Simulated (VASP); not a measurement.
# Na3HfZr (Pm-3m) in VASP: a series of runs

Na3HfZr is run at these levels: PBE; tasks: single point, relaxation of cell and atoms.

All numbers are computed with VASP 6.6.1; they aren't measurements. Logs are shortened: lines on timing, memory, paths and dates and some standing lists are left out, and cuts for length are marked.

**1. The cell of the first run**

The structure is cubic, space group Pm-3m (No. 221). Conventional cell: a = 4.528 Å, b = 4.528 Å, c = 4.528 Å, α = 90.00°, β = 90.00°, γ = 90.00°. Na (site symmetry 4/mmm) has 2 Zr at 2.26 Å within 3.0 Å. Within 3.0 Å of Zr (site symmetry m-3m) lie 6 Na at 2.26 Å. Within 4.2 Å of Hf (site symmetry m-3m) lie 12 Na at 3.20 Å and 8 Zr at 3.92 Å.

**2. Single point, PBE**

File INCAR:

```
SYSTEM = Na3HfZr
ALGO = Fast ; EDIFF = 1E-6
ENCUT = 520 ; GGA = PE
ISIF = 2 ; ISMEAR = 0
LASPH = .True. ; LCHARG = .False.
LREAL = .False. ; LWAVE = .False.
NBANDS = 30 ; NELM = 100
PREC = Accurate ; SIGMA = 0.1
```

File KPOINTS:

```
k-points
0
Gamma
  4 4 4
  0 0 0
```

File POSCAR:

```
Na3HfZr
1.0
    4.5282163415      0.0000000000      0.0000000000
    0.0000000000      4.5282163415      0.0000000000
    0.0000000000      0.0000000000      4.5282163415
Na Zr Hf
3 1 1
Direct
    0.0000000000      0.5000000000      0.5000000000
    0.5000000000      0.0000000000      0.5000000000
    0.5000000000      0.5000000000      0.0000000000
    0.5000000000      0.5000000000      0.5000000000
    0.0000000000      0.0000000000      0.0000000000
```

Potentials or basis: VASP PAW PBE potentials, release 64 (Na_pv, Zr_sv, Hf_pv).

Started as:

```bash
cat potpaw_PBE.64/Na_pv/POTCAR potpaw_PBE.64/Zr_sv/POTCAR potpaw_PBE.64/Hf_pv/POTCAR > POTCAR
mpirun -np 1 vasp_std > vasp.out
```

OUTCAR:

```text
SYSTEM = Na3HfZr
   EDIFF = 1E-6
   ENCUT = 520
   GGA = PE
   ISIF = 2
   ISMEAR = 0
   LASPH = .True.
   LREAL = .False.
   NELM = 100
   PREC = Accurate

 ion  position               nearest neighbor table
   1  0.000  0.500  0.500-   4 2.26   4 2.26   5 3.20   5 3.20   5 3.20   5 3.20
   2  0.500  0.000  0.500-   4 2.26   4 2.26   5 3.20   5 3.20   5 3.20   5 3.20
   3  0.500  0.500  0.000-   4 2.26   4 2.26   5 3.20   5 3.20   5 3.20   5 3.20
   4  0.500  0.500  0.500-   1 2.26   2 2.26   3 2.26   3 2.26   2 2.26   1 2.26
   5  0.000  0.000  0.000-   1 3.20   2 3.20   3 3.20   1 3.20   2 3.20   1 3.20   3 3.20   1 3.20
                             2 3.20   3 3.20   2 3.20   3 3.20

  LATTYP: Found a simple cubic cell.
 ALAT       =     4.5282163415

  Lattice vectors:

 A1 = (   4.5282163415,   0.0000000000,   0.0000000000)
 A2 = (   0.0000000000,   4.5282163415,   0.0000000000)
 A3 = (   0.0000000000,   0.0000000000,   4.5282163415)

Analysis of symmetry for initial positions (statically):
=====================================================================
 Subroutine PRICEL returns:
 Original cell was already a primitive cell.

 Routine SETGRP: Setting up the symmetry group for a
 simple cubic supercell.

 Subroutine GETGRP returns: Found 48 space group operations
 (whereof 48 operations were pure point group operations)
 out of a pool of 48 trial point group operations.

The static configuration has the point symmetry O_h .

Analysis of symmetry for dynamics (positions and initial velocities):
=====================================================================
 Subroutine PRICEL returns:
 Original cell was already a primitive cell.

 Routine SETGRP: Setting up the symmetry group for a
 simple cubic supercell.

 Subroutine GETGRP returns: Found 48 space group operations
 (whereof 48 operations were pure point group operations)
 out of a pool of 48 trial point group operations.

The dynamic configuration has the point symmetry O_h .

 Subroutine INISYM returns: Found 48 space group operations
 (whereof 48 operations are pure point group operations),
 and found     1 'primitive' translations

----------------------------------------------------------------------------------------

                                     Primitive cell

  volume of cell :      92.8499

  direct lattice vectors                    reciprocal lattice vectors
     4.528216342  0.000000000  0.000000000     0.220837505  0.000000000  0.000000000
     0.000000000  4.528216342  0.000000000     0.000000000  0.220837505  0.000000000
     0.000000000  0.000000000  4.528216342     0.000000000  0.000000000  0.220837505

  length of vectors
     4.528216342  4.528216342  4.528216342     0.220837505  0.220837505  0.220837505

  position of ions in fractional coordinates (direct lattice)
     0.000000000  0.500000000  0.500000000
     0.500000000  0.000000000  0.500000000
     0.500000000  0.500000000  0.000000000
     0.500000000  0.500000000  0.500000000
     0.000000000  0.000000000  0.000000000

  ion indices of the primitive-cell ions
   primitive index   ion index
                 1           1
                 2           2
                 3           3
                 4           4
                 5           5

----------------------------------------------------------------------------------------

 KPOINTS: k-points

Automatic generation of k-mesh.
 Grid dimensions read from file:
 generate k-points for:    4    4    4

 Generating k-lattice:

  Cartesian coordinates                     Fractional coordinates (reciprocal lattice)
     0.055209376  0.000000000  0.000000000     0.250000000  0.000000000  0.000000000
     0.000000000  0.055209376  0.000000000     0.000000000  0.250000000  0.000000000
     0.000000000  0.000000000  0.055209376     0.000000000  0.000000000  0.250000000

  Length of vectors
     0.055209376  0.055209376  0.055209376

  Shift w.r.t. Gamma in fractional coordinates (k-lattice)
     0.000000000  0.000000000  0.000000000

 Subroutine IBZKPT returns following result:
 ===========================================

 Found     10 irreducible k-points:

 Following reciprocal coordinates:
            Coordinates               Weight
  0.000000  0.000000  0.000000      1.000000
  0.250000  0.000000  0.000000      6.000000
  0.500000  0.000000  0.000000      3.000000
  0.250000  0.250000  0.000000     12.000000
  0.500000  0.250000  0.000000     12.000000
  0.500000  0.500000  0.000000      3.000000
  0.250000  0.250000  0.250000      8.000000
  0.500000  0.250000  0.250000     12.000000
  0.500000  0.500000  0.250000      6.000000
  0.500000  0.500000  0.500000      1.000000
   k-points           NKPTS =     10   k-points in BZ     NKDIM =     10   number of bands    NBANDS=     30
   number of dos      NEDOS =    301   number of ions     NIONS =      5
   total plane-waves  NPLWV =  46656
   dimension x,y,z NGX =    36 NGY =   36 NGZ =   36
   dimension x,y,z NGXF=    72 NGYF=   72 NGZF=   72
   ions per type =               3   1   1
   NGX,Y,Z   is equivalent  to a cutoff of  13.22, 13.22, 13.22 a.u.
   NGXF,Y,Z  is equivalent  to a cutoff of  26.43, 26.43, 26.43 a.u.
 SYSTEM =  Na3HfZr
   PREC   = accura    normal or accurate (medium, high low for compatibility)
   ISTART =      0    job   : 0-new  1-cont  2-samecut
   ICHARG =      2    charge: 1-file 2-atom 10-const
   ISPIN  =      1    spin polarized calculation?
   LNONCOLLINEAR =      F non collinear calculations
   LSORBIT =      F    spin-orbit coupling
   LASPH  =      T    aspherical Exc in radial PAW
   ENCUT  =  520.0 eV  38.22 Ry    6.18 a.u.   8.42  8.42  8.42*2*pi/ulx,y,z
   NELM   =    100;   NELMIN=  2; NELMDL= -5     # of ELM steps
   EDIFF  = 0.1E-05   stopping-criterion for ELM
   LREAL  =      F    real-space projection
   EDIFFG = 0.1E-04   stopping-criterion for IOM
   NSW    =      0    number of steps for IOM
   IBRION =     -1    ionic relax: 0-MD 1-quasi-New 2-CG
   NFREE  =      0    steps in history (QN), initial steepest desc. (CG)
   ISIF   =      2    stress and relaxation
   ISYM   =      2    0-nonsym 1-usesym 2-fastsym
   POTIM  = 0.5000    time-step for ionic-motion
   TEBEG  =    0.0;   TEEND  =   0.0 temperature during run
   PSTRESS=    0.0 pullay stress
   NELECT =      43.0000    total number of electrons
   NUPDOWN=      -1.0000    fix difference up-down
   EMIN   =  10.00;   EMAX   =-10.00  energy-range for DOS
   EFERMI =   0.00;   METHOD = LEGACY
   ISMEAR =     0;   SIGMA  =   0.10  broadening in eV -4-tet -1-fermi 0-gaus
   EFERMI_NEDOS =   21; number of points for ismear=-14 and -15
   IALGO  =     68    algorithm
   IMIX   =      4    mixing-type and parameters
     AMIX     =   0.40;   BMIX     =  1.00
     AMIX_MAG =   1.60;   BMIX_MAG =  1.00
  volume/ion in A,a.u.               =      18.57       125.32
  Fermi-wavevector in a.u.,A,eV,Ry     =   1.266593  2.393514 21.827259  1.604258
  Thomas-Fermi vector in A             =   2.399786
   LORBIT       =      0    0 simple, 1 ext, 2 COOP (PROOUT), +10 PAW based schemes
   GGA     = PE    functional components
   LHFCALC =     F    Hartree Fock is set to
   AEXX    =    0.0000 exact exchange contribution
   IVDW    =     0    specifies the selected vdW correction
   LEPSILON=     F    determine dielectric tensor
   LRPA    =     F    only Hartree local field effects (RPA)
 non-spin polarized calculation
 RMM-DIIS sequential band-by-band and
 Gauss-broadening in eV      SIGMA  =   0.10
  energy-cutoff  :      520.00
  volume of cell :       92.85
 maximum number of plane-waves:      2522
 NGX is ok and might be reduce to    36
   NGX = 17   NGY = 17   NGZ = 17

 number of electron      42.9999939 magnetization

 Free energy of the ion-electron system (eV)
  ---------------------------------------------------
  ext. energy  EPLUGINS =         0.00000000
  ---------------------------------------------------
  free energy    TOTEN  =        -9.69449430 eV

  energy without entropy =       -9.65638555  energy(sigma->0) =       -9.67543992

 E-fermi :   4.7272     XC(G=0): -10.1961

 val. band max:        4.6635391345   @ k =   0.2500   0.2500   0.0000
 cond. band min:       4.7675199420   @ k =   0.5000   0.2500   0.0000
 fundamental gap:      0.1039808075
 Fermi energy:         4.7272088045

 k-point     1 :       0.0000    0.0000    0.0000
  band No.  band energies     occupation
      1     -44.1225      2.00000
      2     -26.4495      2.00000
      3     -26.4495      2.00000
      4     -26.4495      2.00000
      5     -23.0297      2.00000
      6     -23.0297      2.00000
[... 22 lines left out ...]
     29       7.4196      0.00000
     30       7.4196      0.00000

 k-point     2 :       0.2500    0.0000    0.0000
  band No.  band energies     occupation
      1     -44.1272      2.00000
      2     -26.4523      2.00000
      3     -26.4489      2.00000
      4     -26.4489      2.00000
      5     -23.0245      2.00000
      6     -23.0245      2.00000
[... 22 lines left out ...]
     29       9.3350      0.00000
     30       9.3358      0.00000

 k-point     3 :       0.5000    0.0000    0.0000
  band No.  band energies     occupation
      1     -44.1319      2.00000
      2     -26.4550      2.00000
      3     -26.4483      2.00000
      4     -26.4483      2.00000
      5     -23.0192      2.00000
      6     -23.0192      2.00000
[... 22 lines left out ...]
     29      10.5494      0.00000
     30      11.5565      0.00000

 k-point     4 :       0.2500    0.2500    0.0000
  band No.  band energies     occupation
      1     -44.1319      2.00000
      2     -26.4525      2.00000
      3     -26.4516      2.00000
      4     -26.4483      2.00000
      5     -23.0190      2.00000
      6     -22.7514      2.00000
[... 22 lines left out ...]
     29       8.0927      0.00000
     30       9.5508      0.00000

 k-point     5 :       0.5000    0.2500    0.0000
  band No.  band energies     occupation
      1     -44.1365      2.00000
      2     -26.4553      2.00000
      3     -26.4519      2.00000
      4     -26.4478      2.00000
      5     -23.0136      2.00000
      6     -22.7449      2.00000
[... 22 lines left out ...]
     29       9.0406      0.00000
     30       9.6566      0.00000

 k-point     6 :       0.5000    0.5000    0.0000
  band No.  band energies     occupation
      1     -44.1412      2.00000
      2     -26.4556      2.00000
      3     -26.4556      2.00000
      4     -26.4473      2.00000
      5     -23.0080      2.00000
      6     -22.3904      2.00000
[... 22 lines left out ...]
     29       7.5794      0.00000
     30      10.7676      0.00000

 k-point     7 :       0.2500    0.2500    0.2500
  band No.  band energies     occupation
      1     -44.1365      2.00000
      2     -26.4522      2.00000
      3     -26.4522      2.00000
      4     -26.4512      2.00000
      5     -22.7454      2.00000
      6     -22.7454      2.00000
[... 22 lines left out ...]
     29       8.8442      0.00000
     30       8.8464      0.00000

 k-point     8 :       0.5000    0.2500    0.2500
  band No.  band energies     occupation
      1     -44.1412      2.00000
      2     -26.4554      2.00000
      3     -26.4519      2.00000
      4     -26.4514      2.00000
      5     -22.7394      2.00000
      6     -22.7379      2.00000
[... 22 lines left out ...]
     29       7.9804      0.00000
     30       8.7297      0.00000

 k-point     9 :       0.5000    0.5000    0.2500
  band No.  band energies     occupation
      1     -44.1459      2.00000
      2     -26.4556      2.00000
      3     -26.4556      2.00000
      4     -26.4514      2.00000
      5     -22.7324      2.00000
      6     -22.3829      2.00000
[... 22 lines left out ...]
     29       8.1876      0.00000
     30       8.1876      0.00000

 k-point    10 :       0.5000    0.5000    0.5000
  band No.  band energies     occupation
      1     -44.1505      2.00000
      2     -26.4556      2.00000
      3     -26.4556      2.00000
      4     -26.4556      2.00000
      5     -22.3753      2.00000
      6     -22.3753      2.00000
[... 22 lines left out ...]
     29       9.1588      0.00000
     30       9.1588      0.00000

------------------------ aborting loop because EDIFF is reached ----------------------------------------

  FORCE on cell =-STRESS in cart. coord.  units (eV):
  Direction    XX          YY          ZZ          XY          YZ          ZX
  --------------------------------------------------------------------------------------
  -------------------------------------------------------------------------------------
  Total       15.0032610     15.0032610     15.0032610     -0.0000000      0.0000000     -0.0000000
  in kB      258.8896828    258.8896828    258.8896828     -0.0000000      0.0000000     -0.0000000
  external PRESSURE =     258.8896828 kB  Pullay stress =       0.0000000 kB

 VOLUME and BASIS-vectors are now :
 -----------------------------------------------------------------------------
  energy-cutoff  :      520.00
  volume of cell :       92.85
      direct lattice vectors                 reciprocal lattice vectors
     4.528216342  0.000000000  0.000000000     0.220837505  0.000000000  0.000000000
     0.000000000  4.528216342  0.000000000     0.000000000  0.220837505  0.000000000
     0.000000000  0.000000000  4.528216342     0.000000000  0.000000000  0.220837505

 POSITION                                       TOTAL-FORCE (eV/Angst)
 -----------------------------------------------------------------------------------
      0.00000      2.26411      2.26411         0.000000      0.000000      0.000000
      2.26411      0.00000      2.26411         0.000000      0.000000      0.000000
      2.26411      2.26411      0.00000         0.000000      0.000000      0.000000
      2.26411      2.26411      2.26411         0.000000      0.000000      0.000000
      0.00000      0.00000      0.00000         0.000000      0.000000      0.000000
 -----------------------------------------------------------------------------------
    total drift:                                0.000000      0.000000      0.000000

  FREE ENERGIE OF THE ION-ELECTRON SYSTEM (eV)
  ---------------------------------------------------
  free  energy   TOTEN  =        -9.6944943004 eV

  energy  without entropy=       -9.6563855471  energy(sigma->0) =       -9.67543992
```

Run time: 72 s. Hardware: 1 thread of Oxide Virtual Turin-like, shared host; peak memory 0.18 GiB.

What came out:

```
Free energy            : -9.6945 eV
Pressure               : 25.9 GPa
Band gap on the k mesh : zero (an odd number of electrons rules out a gap without spin polarisation)
```

Levels at points of the mesh, in eV from the Fermi level:
| k point | band 19 | band 20 | band 21 | band 22 | band 23 | band 24 | band 25 | band 26 |
| --- | --- | --- | --- | --- | --- | --- | --- | --- |
| (0.00, 0.00, 0.00) | -0.79 | -0.17 | -0.17 | -0.17 | 1.82 | 1.82 | 2.54 | 2.54 |
| (0.50, 0.00, 0.00) | -0.11 | -0.11 | 0.13 | 0.40 | 0.66 | 0.77 | 0.77 | 1.65 |
| (0.50, 0.50, 0.00) | -0.63 | -0.63 | -0.39 | -0.39 | 1.66 | 1.68 | 2.13 | 2.50 |
| (0.50, 0.50, 0.50) | -1.08 | -0.40 | -0.40 | -0.40 | 0.07 | 2.02 | 2.19 | 2.19 |

Caveat: the cell stands under pressure; spin-orbit coupling is left out, which moves the levels of the heavy elements.

(Continued in part 2 of 2.)
